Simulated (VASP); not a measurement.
# Si3Se2 (Immm) in VASP: single point with PBE

Aim: the single point of Si3Se2 with PBE.

Program: VASP 6.6.1. These are calculated values, not measurements. Logs are shortened: lines on timing, memory, paths and dates and some standing lists are left out, and cuts for length are marked.

**1. The cell of the first run**

It takes space group Immm (No. 71, orthorhombic). The conventional cell has a = 3.595 Å, b = 6.621 Å, c = 7.854 Å, α = 90.00°, β = 90.00°, γ = 90.00°. Si (site symmetry mmm) has 4 Si at 2.61 Å and 4 Se at 2.74 Å within 3.4 Å. Within 3.4 Å of Si (site symmetry m2m) lie 3 Si at 2.61 to 2.85 Å and 6 Se at 2.80 to 2.95 Å. Within 3.8 Å of Se (site symmetry mm2) lie 10 Si at 2.74 to 3.80 Å and 7 Se at 3.60 to 3.77 Å.

The cell was built from a structure type or drawn by symmetry, and may not be a known phase.

**2. Single point, PBE**

Input file INCAR:

```
SYSTEM = Si3Se2
PREC = Accurate
ENCUT = 500
EDIFF = 1E-6
ISMEAR = 0
SIGMA = 0.2
LREAL = .FALSE.
LASPH = .TRUE.
NELM = 120
ALGO = Normal
ISIF = 2
LWAVE = .FALSE.
LCHARG = .FALSE.
GGA = PE
NBANDS = 20
GGA_COMPAT = .FALSE.
```

Input file KPOINTS:

```
Automatic mesh
0
G
  5 5 5
  0 0 0
```

Input file POSCAR:

```
Si3Se2
1.0
   -1.7975059206      3.3105579995      3.9269604065
    1.7975059206     -3.3105579995      3.9269604065
    1.7975059206      3.3105579995     -3.9269604065
Si Se
3 2
Direct
    0.0000000000      0.0000000000      0.0000000000
    0.7150435485      0.5000000000      0.2150435485
    0.2849564515      0.5000000000      0.7849564515
    0.7369761693      0.2369761693      0.5000000000
    0.2630238307      0.7630238307      0.5000000000
```

Potentials or basis: VASP PAW PBE potentials, release 64 (Si, Se).

Started as:

```console
$ cat potpaw_PBE.64/Si/POTCAR potpaw_PBE.64/Se/POTCAR > POTCAR
$ mpirun -np 1 vasp_std > vasp.out
```

OUTCAR:

```text
SYSTEM = Si3Se2
   PREC = Accurate
   ENCUT = 500
   EDIFF = 1E-6
   ISMEAR = 0
   LREAL = .FALSE.
   LASPH = .TRUE.
   NELM = 120
   ISIF = 2
   GGA = PE

 ion  position               nearest neighbor table
   1  0.000  0.000  0.000-   3 2.61   2 2.61   3 2.61   2 2.61   5 2.74   5 2.74   4 2.74   4 2.74

   2  0.715  0.500  0.215-   1 2.61   1 2.61   5 2.80   4 2.80   3 2.85   4 2.95   5 2.95   4 2.95
                             5 2.95
   3  0.285  0.500  0.785-   1 2.61   1 2.61   4 2.80   5 2.80   2 2.85   4 2.95   5 2.95   4 2.95
                             5 2.95
   4  0.737  0.237  0.500-   1 2.74   1 2.74   3 2.80   2 2.80   3 2.95   2 2.95   2 2.95   3 2.95

   5  0.263  0.763  0.500-   1 2.74   1 2.74   2 2.80   3 2.80   2 2.95   3 2.95   2 2.95   3 2.95

  LATTYP: Found a body centered orthorhombic cell.
 ALAT       =     3.5950118412
 B/A-ratio  =     1.8417508179
 C/A-ratio  =     2.1846717507

  Lattice vectors:

 A1 = (  -1.7975059206,   3.3105579995,   3.9269604065)
 A2 = (   1.7975059206,  -3.3105579995,   3.9269604065)
 A3 = (   1.7975059206,   3.3105579995,  -3.9269604065)

Analysis of symmetry for initial positions (statically):
=====================================================================
 Subroutine PRICEL returns:
 Original cell was already a primitive cell.

 Routine SETGRP: Setting up the symmetry group for a
 body centered orthorhombic supercell.

 Subroutine GETGRP returns: Found  8 space group operations
 (whereof  8 operations were pure point group operations)
 out of a pool of  8 trial point group operations.

The static configuration has the point symmetry D_2h.

Analysis of symmetry for dynamics (positions and initial velocities):
=====================================================================
 Subroutine PRICEL returns:
 Original cell was already a primitive cell.

 Routine SETGRP: Setting up the symmetry group for a
 body centered orthorhombic supercell.

 Subroutine GETGRP returns: Found  8 space group operations
 (whereof  8 operations were pure point group operations)
 out of a pool of  8 trial point group operations.

The dynamic configuration has the point symmetry D_2h.

 Subroutine INISYM returns: Found  8 space group operations
 (whereof  8 operations are pure point group operations),
 and found     1 'primitive' translations

----------------------------------------------------------------------------------------

                                     Primitive cell

  volume of cell :      93.4734
[... 97 lines left out ...]
   EDIFFG = 0.1E-04   stopping-criterion for IOM
   NSW    =      0    number of steps for IOM
   IBRION =     -1    ionic relax: 0-MD 1-quasi-New 2-CG
   NFREE  =      0    steps in history (QN), initial steepest desc. (CG)
   ISIF   =      2    stress and relaxation
   ISYM   =      2    0-nonsym 1-usesym 2-fastsym
   POTIM  = 0.5000    time-step for ionic-motion
   TEBEG  =    0.0;   TEEND  =   0.0 temperature during run
   PSTRESS=    0.0 pullay stress
   NELECT =      24.0000    total number of electrons
   NUPDOWN=      -1.0000    fix difference up-down
   EMIN   =  10.00;   EMAX   =-10.00  energy-range for DOS
   EFERMI =   0.00;   METHOD = LEGACY
   ISMEAR =     0;   SIGMA  =   0.20  broadening in eV -4-tet -1-fermi 0-gaus
   EFERMI_NEDOS =   21; number of points for ismear=-14 and -15
   IALGO  =     38    algorithm
   IMIX   =      4    mixing-type and parameters
     AMIX     =   0.40;   BMIX     =  1.00
     AMIX_MAG =   1.60;   BMIX_MAG =  1.00
  volume/ion in A,a.u.               =      18.69       126.16
  Fermi-wavevector in a.u.,A,eV,Ry     =   1.040517  1.966292 14.730700  1.082676
  Thomas-Fermi vector in A             =   2.175096
   LORBIT       =      0    0 simple, 1 ext, 2 COOP (PROOUT), +10 PAW based schemes
   GGA     = PE    functional components
   LHFCALC =     F    Hartree Fock is set to
   AEXX    =    0.0000 exact exchange contribution
   IVDW    =     0    specifies the selected vdW correction
   LEPSILON=     F    determine dielectric tensor
   LRPA    =     F    only Hartree local field effects (RPA)
 non-spin polarized calculation
 Gauss-broadening in eV      SIGMA  =   0.20
  energy-cutoff  :      500.00
  volume of cell :       93.47
 maximum number of plane-waves:      2392
   NGX = 19   NGY = 19   NGZ = 19

 number of electron      23.9999998 magnetization

 Free energy of the ion-electron system (eV)
  ---------------------------------------------------
  ext. energy  EPLUGINS =         0.00000000
  ---------------------------------------------------
  free energy    TOTEN  =       -21.59794587 eV

  energy without entropy =      -21.57500839  energy(sigma->0) =      -21.58647713

 E-fermi :   6.8097     XC(G=0): -10.3773

 val. band max:        6.7268318834   @ k =   0.4000   0.2000   0.0000
 cond. band min:       6.9146263383   @ k =   0.0000   0.4000   0.0000
 fundamental gap:      0.1877944549
 Fermi energy:         6.8097011813

 k-point     1 :       0.0000    0.0000    0.0000
  band No.  band energies     occupation
      1      -8.3350      2.00000
      2      -6.3541      2.00000
      3      -1.8488      2.00000
      4      -0.7666      2.00000
      5       0.1703      2.00000
      6       0.9883      2.00000
[... 541 lines left out ...]
     19      11.6153      0.00000
     20      11.7852      0.00000

 [... further k-points ...]

------------------------ aborting loop because EDIFF is reached ----------------------------------------

  FORCE on cell =-STRESS in cart. coord.  units (eV):
  Direction    XX          YY          ZZ          XY          YZ          ZX
  --------------------------------------------------------------------------------------
  -------------------------------------------------------------------------------------
  Total        0.0492492     -0.0309677      0.1174062     -0.0000000      0.0000000      0.0000000
  in kB        0.8441547     -0.5308013      2.0123971     -0.0000000      0.0000000      0.0000000
  external PRESSURE =       0.7752501 kB  Pullay stress =       0.0000000 kB

 VOLUME and BASIS-vectors are now :
 -----------------------------------------------------------------------------
  energy-cutoff  :      500.00
  volume of cell :       93.47
      direct lattice vectors                 reciprocal lattice vectors
    -1.797505921  3.310557999  3.926960407     0.000000000  0.151031941  0.127324940
     1.797505921 -3.310557999  3.926960407     0.278163201  0.000000000  0.127324940
     1.797505921  3.310557999 -3.926960407     0.278163201  0.151031941  0.000000000

 POSITION                                       TOTAL-FORCE (eV/Angst)
 -----------------------------------------------------------------------------------
      0.00000      0.00000      0.00000         0.000000      0.000000     -0.000000
      0.00000      1.42383      3.92696        -0.000000     -0.009086     -0.000000
      1.79751      1.88673     -0.00000         0.000000      0.009086     -0.000000
      0.00000      3.31056      1.86119        -0.000000      0.000000     -0.017099
      1.79751     -0.00000      2.06577         0.000000     -0.000000      0.017099
 -----------------------------------------------------------------------------------
    total drift:                               -0.000000     -0.000000      0.000000

  FREE ENERGIE OF THE ION-ELECTRON SYSTEM (eV)
  ---------------------------------------------------
  free  energy   TOTEN  =       -21.5979458680 eV

  energy  without entropy=      -21.5750083877  energy(sigma->0) =      -21.58647713
```

OSZICAR:

```text
N       E                     dE             d eps       ncg     rms          rms(c)
DAV:   1     0.697633346901E+02    0.69763E+02   -0.94751E+03  1080   0.969E+02
DAV:   2    -0.162479851538E+02   -0.86011E+02   -0.83163E+02  1408   0.153E+02
DAV:   3    -0.216394322429E+02   -0.53914E+01   -0.53118E+01  1380   0.363E+01
DAV:   4    -0.217010006049E+02   -0.61568E-01   -0.61496E-01  1332   0.447E+00
DAV:   5    -0.217015574876E+02   -0.55688E-03   -0.55681E-03  1340   0.448E-01    0.611E+00
DAV:   6    -0.216150372147E+02    0.86520E-01   -0.13474E-01  1244   0.177E+00    0.359E+00
DAV:   7    -0.215979056278E+02    0.17132E-01   -0.62883E-02  1336   0.115E+00    0.739E-01
DAV:   8    -0.215978248752E+02    0.80753E-04   -0.53647E-03  1288   0.384E-01    0.160E-01
DAV:   9    -0.215979327488E+02   -0.10787E-03   -0.52306E-04  1248   0.128E-01    0.679E-02
DAV:  10    -0.215979415214E+02   -0.87726E-05   -0.38402E-05  1364   0.348E-02    0.189E-02
DAV:  11    -0.215979460649E+02   -0.45436E-05   -0.59886E-06  1224   0.148E-02    0.522E-03
DAV:  12    -0.215979458680E+02    0.19691E-06   -0.10702E-06   764   0.535E-03
   1 F= -.21597946E+02 E0= -.21586477E+02  d E =-.229375E-01
```

Wall time 97 s (1 thread of Intel Xeon 8259CL, shared host); peak memory 0.25 GiB.

What came out:

```
Free energy            : -21.5979 eV
Pressure               : 0.1 GPa
Largest force          : 0.017 eV/Å
Band gap on the k mesh : zero (bands 12 and 13 overlap by 1.29 eV)
```

Forces on the atoms (eV/Å):
```
Si   0.000  0.000  0.000
Si   0.000 -0.009  0.000
Si   0.000  0.009  0.000
Se   0.000  0.000 -0.017
Se   0.000  0.000  0.017
```

Stress tensor (GPa, compression positive):
```
 0.08  0.00  0.00
 0.00 -0.05  0.00
 0.00  0.00  0.20
```

Caveat: the k points lie up to 0.38 Å⁻¹ apart, too coarse for converged energies and pressures of a metal.
